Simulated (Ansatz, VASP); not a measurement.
**One calculation of Be3CCl2, two programs**

```
CELL_PARAMETERS angstrom
3.28901 0.00000 0.00000
-1.64450 2.84837 0.00000
0.00000 0.00000 8.04390
ATOMIC_POSITIONS crystal
Be 0.33333 0.66667 0.88712
Be 0.66667 0.33333 0.11288
Be 0.00000 0.00000 0.50000
C 0.00000 0.00000 0.00000
Cl 0.33333 0.66667 0.30644
Cl 0.66667 0.33333 0.69356
```

Alike in both runs: task single point; functional PBE; k mesh 6 × 6 × 2; occupations gaussian, width 0.1 eV; no spin polarisation.

|  | VASP | Ansatz |
| --- | --- | --- |
| version | VASP 6.6.1 | Ansatz 0.2.0 |
| potentials or method | VASP PAW PBE potentials, release 64 (Be, C, Cl), cutoff 520 eV | scalar-relativistic, plane waves, PAW |
| valence electrons in the cell | 24 | 24 |

|  | VASP | Ansatz | Ansatz less VASP |
| --- | --- | --- | --- |
| gap on the k mesh at the Fermi level (eV) | none | none | - |
| pressure (GPa) | -11.0 | -11.1 | -0.05 |
| traceless stress, the component that is largest in VASP (GPa) | 7.24 | 7.25 | +0.014 |
| rms of the force components (eV/Å) | 1.461 | 1.455 | -0.0060 |

Atom by atom the forces differ by 0.006 eV/Å (rms over components). A gap of «none» marks a metal or a gap that the smearing closes. With one functional, cell and mesh, what is left measures potentials, basis and numerics.

The k mesh is coarse, so the values compare programs but aren't converged.
